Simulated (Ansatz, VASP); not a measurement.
## Cs in VASP and in Ansatz

```
Cs
1.0
    -2.75008    2.75008    4.09724
     2.75008   -2.75008    4.09724
     2.75008    2.75008   -4.09724
Cs
1
Direct
  0.00000 0.00000 0.00000
```

Alike in both runs: task single point; functional PBE; k mesh 10 × 10 × 10; occupations gaussian, width 0.05 eV; no spin polarisation.

|  | VASP | Ansatz |
| --- | --- | --- |
| version | VASP 6.6.1 | Ansatz 0.2.0 |
| potentials or method | VASP PAW PBE potentials, release 64 (Cs_sv), cutoff 520 eV | scalar-relativistic, plane waves, PAW |
| valence electrons in the cell | 9 | 9 |

```tsv
	VASP	Ansatz	Ansatz less VASP
pressure (GPa)	-0.1	-0.1	+0.01
```

Spin-orbit coupling is off throughout.
